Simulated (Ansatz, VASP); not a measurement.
One calculation of InSe, two programs

```xyz
4
Lattice="1.9592 1.1311 8.2677 -1.9592 1.1311 8.2677 0.0000 -2.2623 8.2677" Properties=species:S:1:pos:R:3 pbc="T T T"
In    0.0000    0.0000   22.0401
In    0.0000    0.0000    0.0000
Se    0.0000    0.0000    4.2637
Se    0.0000    0.0000    9.5120
```

Alike in both runs: task single point; functional RPBE; dispersion D3(BJ); k mesh 8 × 8 × 8; occupations fermi-dirac, width 0.05 eV; no spin polarisation.

|  | VASP | Ansatz |
| --- | --- | --- |
| version | VASP 6.6.1 | Ansatz 0.2.0 |
| potentials or method | VASP PAW PBE potentials, release 64 (In_d, Se) | Ansatz PAW |
| plane-wave cutoff (eV) | 520 | 420 |
| valence electrons in the cell | 38 | 58 |

```tsv
	VASP	Ansatz	Ansatz less VASP
gap on the k mesh at the Fermi level (eV)	0.74	0.75	+0.015
least direct gap on the mesh (eV)	0.74	0.75	+0.015
pressure (GPa)	-1.5	-1.6	-0.07
traceless stress, the component that is largest in VASP (GPa)	0.46	0.46	+0.003
rms of the force components (eV/Å)	0.405	0.394	-0.0113
```

VASP's potentials were made for PBE, not for RPBE. Atom by atom the forces differ by 0.011 eV/Å (rms over components). VASP's potentials hold 38 valence electrons a cell and Ansatz's 58, so a difference there can come from the potentials and not from the codes.
